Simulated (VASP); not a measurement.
Input of a VASP 6.6.1 run:

Contents of INCAR:

```
SYSTEM = Si20H10S
PREC     = Accurate       ! precision mode
ENCUT    = 400            ! plane-wave cutoff, eV
EDIFF    = 1E-6           ! SCF threshold, eV
ISMEAR   = 0              ! smearing method
SIGMA    = 0.02           ! smearing width, eV
LREAL    = Auto         
LASPH    = .True.         ! aspherical terms in the spheres
NELM     = 120            ! most SCF steps
ALGO     = Normal         ! electronic algorithm
ISIF     = 2              ! what is computed and relaxed
LWAVE    = .False.        ! write WAVECAR
LCHARG   = .False.        ! write CHGCAR
GGA      = PE             ! functional
IVDW     = 12             ! dispersion correction
NBANDS   = 69             ! bands
GGA_COMPAT= .False.      
NELMDL   = -8
```

KPOINTS

```
regular mesh
0
Gamma
  2 2 1
  0 0 0
```

File POSCAR:

```
Si20H10S
1.0
    7.6791800000      0.0000000000      0.0000000000
    0.0000000000      7.6791800000      0.0000000000
    0.0000000000      0.0000000000     18.2555000000
H Si S
10 20 1
Direct
    0.4093920184      0.0000000000      0.0547780121
    0.0906079816      0.0000000000      0.0547780121
    0.9093920184      0.0000000000      0.0547780121
    0.5906079816      0.0000000000      0.0547780121
    0.4093920184      0.5000000000      0.0547780121
    0.0906079816      0.5000000000      0.0547780121
    0.9093920184      0.5000000000      0.0547780121
    0.5906079816      0.5000000000      0.0547780121
    0.3435525668      1.0735202196      0.5318232861
    0.7493546186      1.0475759131      0.4679013996
    0.2500000000      0.0000000000      0.1021883816
    0.7500000000      0.0000000000      0.1021883816
    0.2500000000      0.5000000000      0.1021883816
    0.7500000000      0.5000000000      0.1021883816
    0.2450481692      0.2511223855      0.1732126756
    0.7460448902      0.2495593279      0.1723162335
    0.2520295136      0.7504148880      0.1782489113
    0.7518633500      0.7490543261      0.1792406672
   -0.0065893754      0.2474676984      0.2457267125
    0.4969416005      0.2474649637      0.2438896771
    0.0040723098      0.7473202868      0.2554414834
    0.5009029610      0.7488325576      0.2551261812
    0.0061678460      0.0076801169      0.3246358084
    0.4955471808      0.0098079482      0.3240823861
    0.0325765251      0.4910201350      0.3281668538
    0.4907212749      0.4883981102      0.3246523513
    0.2508092010      0.1022232843      0.3918336940
    0.7512988366      0.0859973330      0.3873120429
    0.2627613886      0.4191619418      0.4110233628
    0.7615482382      0.3940909055      0.3641393553
    0.2275366641      0.9698866285      0.4966557476
```

Potentials or basis: VASP PAW PBE potentials, release 64 (H, Si, S).

Command:

```sh
$ cat potpaw_PBE.64/H/POTCAR potpaw_PBE.64/Si/POTCAR potpaw_PBE.64/S/POTCAR > POTCAR
$ mpirun -np 1 vasp_std > vasp.out
```

Question: Predict the largest force.

Answer: 0.640 eV/Å.

Question: Predict the dispersion energy per atom.

Answer: -0.169 eV.

Question: Predict the band gap on the k mesh.

Answer: 0.28 eV (least direct gap 0.69 eV).

Forces on the atoms (eV/Å):
```
H   -0.606  0.002  0.024
H    0.634 -0.087 -0.007
H   -0.632 -0.082  0.003
H    0.615 -0.126  0.010
H   -0.605  0.027  0.020
H    0.622  0.096 -0.004
H   -0.618  0.060  0.005
H    0.620  0.092  0.004
H   -0.040 -0.044 -0.037
H   -0.008 -0.001 -0.004
Si  -0.090 -0.195  0.022
Si   0.077 -0.335 -0.005
Si  -0.043  0.295 -0.046
Si   0.021  0.265 -0.014
Si   0.004  0.005 -0.004
Si  -0.005 -0.003  0.004
Si  -0.006 -0.008 -0.004
Si  -0.002 -0.009  0.003
Si   0.010 -0.001  0.007
Si  -0.004  0.000  0.010
Si   0.011  0.006  0.000
Si  -0.002  0.009 -0.002
Si  -0.008  0.000  0.003
Si  -0.001 -0.007  0.010
Si  -0.007 -0.002 -0.002
Si  -0.002 -0.003 -0.002
Si   0.001  0.001  0.002
Si   0.010 -0.001  0.004
Si   0.002  0.006 -0.003
Si   0.007 -0.011 -0.008
S    0.046  0.050  0.011
```

Caveat: there is no dipole correction, which matters where the two faces differ.
